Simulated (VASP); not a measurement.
# ZrS (I4/mmm) in VASP: further runs, part 2 of 2

VASP 6.6.1.

### 4 Single point, PBEsol (strain along c alone, the other axes held: -1.0 %)

File INCAR:

```
SYSTEM = ZrS
PREC = Accurate
ENCUT = 520
EDIFF = 1E-7
ISMEAR = 0
SIGMA = 0.1
LREAL = .FALSE.
LASPH = .TRUE.
NELM = 60
ALGO = Normal
ISIF = 2
LWAVE = .FALSE.
LCHARG = .FALSE.
GGA = PS
NBANDS = 26
```

File KPOINTS:

```
Automatic mesh
0
G
  14 14 10
  0 0 0
```

File POSCAR:

```
ZrS
1.0
    2.5830753502      2.5830753502      0.0000000000
   -2.5830753502      2.5830753502      0.0000000000
    0.0000000000      0.0000000000      5.1144891935
Zr S
2 2
Direct
    0.0000000000      0.0000000000      0.0000000000
    0.5000000000      0.5000000000      0.5000000000
    0.5000000000      0.5000000000      0.0000000000
    0.0000000000      0.0000000000      0.5000000000
```

Potentials or basis: VASP PAW PBE potentials, release 64 (Zr_sv, S).

Started as:

```
> cat potpaw_PBE.64/Zr_sv/POTCAR potpaw_PBE.64/S/POTCAR > POTCAR
> mpirun -np 1 vasp_std > vasp.out
```

OUTCAR:

```text
SYSTEM = ZrS
   PREC = Accurate
   ENCUT = 520
   EDIFF = 1E-7
   ISMEAR = 0
   LREAL = .FALSE.
   LASPH = .TRUE.
   NELM = 60
   ISIF = 2
   GGA = PS

 ion  position               nearest neighbor table
   1  0.000  0.000  0.000-   4 2.56   4 2.56   3 2.58   3 2.58   3 2.58   3 2.58   2 3.63   2 3.63
                             2 3.63   2 3.63   2 3.63   2 3.63   2 3.63   2 3.63
   2  0.500  0.500  0.500-   3 2.56   3 2.56   4 2.58   4 2.58   4 2.58   4 2.58   1 3.63   1 3.63
                             1 3.63   1 3.63   1 3.63   1 3.63   1 3.63   1 3.63
   3  0.500  0.500  0.000-   2 2.56   2 2.56   1 2.58   1 2.58   1 2.58   1 2.58
   4  0.000  0.000  0.500-   1 2.56   1 2.56   2 2.58   2 2.58   2 2.58   2 2.58

  LATTYP: Found a simple tetragonal cell.
 ALAT       =     3.6530201929
 C/A-ratio  =     1.4000714268

  Lattice vectors:

 A1 = (   2.5830753502,   2.5830753502,   0.0000000000)
 A2 = (  -2.5830753502,   2.5830753502,   0.0000000000)
 A3 = (   0.0000000000,   0.0000000000,   5.1144891935)

Analysis of symmetry for initial positions (statically):
=====================================================================
 Subroutine PRICEL returns following result:

  LATTYP: Found a body centered tetragonal cell.
 ALAT       =     3.6530201929
 C/A-ratio  =     1.4000714268

  Lattice vectors:

 A1 = (   0.0000000000,  -2.5830753502,  -2.5572445967)
 A2 = (   0.0000000000,   2.5830753502,  -2.5572445967)
 A3 = (   2.5830753502,   0.0000000000,   2.5572445967)

   2 primitive cells build up your supercell.

 Routine SETGRP: Setting up the symmetry group for a
 simple tetragonal supercell.

 Subroutine GETGRP returns: Found 16 space group operations
 (whereof 16 operations were pure point group operations)
 out of a pool of 16 trial point group operations.

The static configuration has the point symmetry D_4h.

Analysis of symmetry for dynamics (positions and initial velocities):
=====================================================================
 Subroutine PRICEL returns following result:
[... 140 lines left out ...]
     AMIX_MAG =   1.60;   BMIX_MAG =  1.00
  volume/ion in A,a.u.               =      17.06       115.14
  Fermi-wavevector in a.u.,A,eV,Ry     =   1.322737  2.499611 23.805207  1.749633
  Thomas-Fermi vector in A             =   2.452396
   LORBIT       =      0    0 simple, 1 ext, 2 COOP (PROOUT), +10 PAW based schemes
   GGA     = PS    functional components
   LHFCALC =     F    Hartree Fock is set to
   AEXX    =    0.0000 exact exchange contribution
   IVDW    =     0    specifies the selected vdW correction
   LEPSILON=     F    determine dielectric tensor
   LRPA    =     F    only Hartree local field effects (RPA)
 non-spin polarized calculation
 Gauss-broadening in eV      SIGMA  =   0.10
  energy-cutoff  :      520.00
  volume of cell :       68.25
 maximum number of plane-waves:      1868
 NGX is ok and might be reduce to    28
   NGX = 13   NGY = 13   NGZ = 19

 number of electron      36.0000002 magnetization

 Free energy of the ion-electron system (eV)
  ---------------------------------------------------
  ext. energy  EPLUGINS =         0.00000000
  ---------------------------------------------------
  free energy    TOTEN  =       -33.02095395 eV

  energy without entropy =      -33.00891262  energy(sigma->0) =      -33.01493329

 E-fermi :  11.3497     XC(G=0): -11.7428

 val. band max:       11.3491493468   @ k =   0.3571   0.2143   0.3000
 cond. band min:      11.3508907512   @ k =   0.2857   0.2143   0.1000
 fundamental gap:      0.0017414044
 Fermi energy:        11.3497329816

 k-point     1 :       0.0000    0.0000    0.0000
  band No.  band energies     occupation
      1     -38.4141      2.00000
      2     -38.3665      2.00000
      3     -16.7686      2.00000
      4     -16.5522      2.00000
      5     -16.5522      2.00000
      6     -16.4212      2.00000
[... 685 lines left out ...]
     25      14.0803      0.00000
     26      14.5134      0.00000

 [... further k-points ...]

------------------------ aborting loop because EDIFF is reached ----------------------------------------

  FORCE on cell =-STRESS in cart. coord.  units (eV):
  Direction    XX          YY          ZZ          XY          YZ          ZX
  --------------------------------------------------------------------------------------
  -------------------------------------------------------------------------------------
  Total        0.3581408      0.3581408      1.5142493      0.0000000      0.0000000      0.0000000
  in kB        8.4073275      8.4073275     35.5468858      0.0000000      0.0000000      0.0000000
  external PRESSURE =      17.4538470 kB  Pullay stress =       0.0000000 kB

 VOLUME and BASIS-vectors are now :
 -----------------------------------------------------------------------------
  energy-cutoff  :      520.00
  volume of cell :       68.25
      direct lattice vectors                 reciprocal lattice vectors
     2.583075350  2.583075350  0.000000000     0.193567718  0.193567718  0.000000000
    -2.583075350  2.583075350  0.000000000    -0.193567718  0.193567718  0.000000000
     0.000000000  0.000000000  5.114489193     0.000000000  0.000000000  0.195522947

 POSITION                                       TOTAL-FORCE (eV/Angst)
 -----------------------------------------------------------------------------------
      0.00000      0.00000      0.00000        -0.000000     -0.000000      0.000000
      0.00000      2.58308      2.55724         0.000000     -0.000000     -0.000000
      0.00000      2.58308      0.00000        -0.000000      0.000000      0.000000
      0.00000      0.00000      2.55724        -0.000000      0.000000      0.000000
 -----------------------------------------------------------------------------------
    total drift:                               -0.000000      0.000000      0.000000

  FREE ENERGIE OF THE ION-ELECTRON SYSTEM (eV)
  ---------------------------------------------------
  free  energy   TOTEN  =       -33.0209539549 eV

  energy  without entropy=      -33.0089126170  energy(sigma->0) =      -33.01493329
```

stdout:

```text
POSCAR found type information on POSCAR ZrS
 POSCAR found :  2 types and       4 ions
 scaLAPACK will be used
 -----------------------------------------------------------------------------
|                                                                             |
|                                                                             |
|     You enforced a specific xc type in the INCAR file but a different       |
|     I HOPE YOU KNOW WHAT YOU ARE DOING!                                     |
|                                                                             |
 -----------------------------------------------------------------------------

 LDA part: xc-table for (Slater+PW92), standard interpolation
 POSCAR, INCAR and KPOINTS ok, starting setup
 FFT: planning ... GRIDC
 FFT: planning ... GRID_SOFT
 FFT: planning ... GRID
 WAVECAR not read
 entering main loop
```

It took 7.6 min on 1 thread of AMD EPYC 7R13, shared host; peak memory 0.38 GiB.

Results:

```yaml
Free_energy: -33.0210 eV
Pressure: 1.7 GPa
Band_gap_on_the_k_mesh: zero (bands 18 and 19 overlap by 3.12 eV)
```

Caveat: the cell differs from its parent crystal (strain along c alone, the other axes held: -1.0 %); the PAW data sets were made with another functional, which shifts forces and pressure a little.

### 5 Summary

```tsv
cell	gap on the mesh (eV)	pressure (GPa)
a = 3.653, b = 3.653, c = 5.011 Å, 4 atoms	none	5.4
a = 3.653, b = 3.653, c = 5.063 Å, 4 atoms	none	3.5
a = 3.653, b = 3.653, c = 5.114 Å, 4 atoms	none	1.7
```

Alike in all rows: task single point; level PBEsol; potentials or basis VASP PAW PBE potentials, release 64 (Zr_sv, S); no spin polarisation; k mesh 14 × 14 × 10; cutoff (eV) 520; smearing gaussian 0.1 eV.

Caveats: the PAW data sets were made with another functional, which shifts forces and pressure a little; the stress differs along the axes, from 2 to 13 GPa (at least some runs); the stress differs along the axes, from 1 to 8 GPa (at least some runs).

Absolute energies hang on the potentials; compare differences alone.
